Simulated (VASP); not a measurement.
Here is a VASP 6.6.1 calculation.

Contents of INCAR:

```
PREC = Accurate
ENCUT = 520
EDIFF = 1E-7
ISMEAR = 0
SIGMA = 0.05
LREAL = False
LASPH = True
NELM = 100
ALGO = Normal
ISIF = 2
LWAVE = False
LCHARG = False
GGA = PE
NBANDS = 35
```

Contents of KPOINTS:

```
Automatic mesh
0
Gamma
  6 6 8
```

POSCAR

```
SnO2
1.0
    5.2139213958      0.0000000000      0.0000000000
    0.0000000000      5.2139213958      0.0000000000
    0.0000000000      0.0000000000      3.3675105782
Sn O
2 4
Direct
    0.0000000000      0.0000000000      0.0000000000
    0.5000000000      0.5000000000      0.5000000000
    0.3066050863      0.3066050863      0.0000000000
    0.1933949137      0.8066050863      0.5000000000
    0.6933949137      0.6933949137      0.0000000000
    0.8066050863      0.1933949137      0.5000000000
```

Potentials or basis: VASP PAW PBE potentials, release 64 (Sn_d, O).

Launch:

```sh
$ cat potpaw_PBE.64/Sn_d/POTCAR potpaw_PBE.64/O/POTCAR > POTCAR
$ mpirun -np 1 vasp_std > vasp.out
```

Problem. What does it give for the band gap on the k mesh?

Solution. 0.08 eV, indirect (least direct gap 0.24 eV).

Problem. Predict the largest force.

Solution. 0.658 eV/Å.

Stress tensor (GPa, compression positive):
```
-19.56   0.00   0.00
  0.00 -19.56   0.00
  0.00   0.00 -21.96
```

Caveat: the cell differs from its parent crystal (strain +0.080 along x and y, +0.040 along z); spin-orbit coupling is left out, which moves the levels of the heavy elements. A k mesh can miss the band edges.
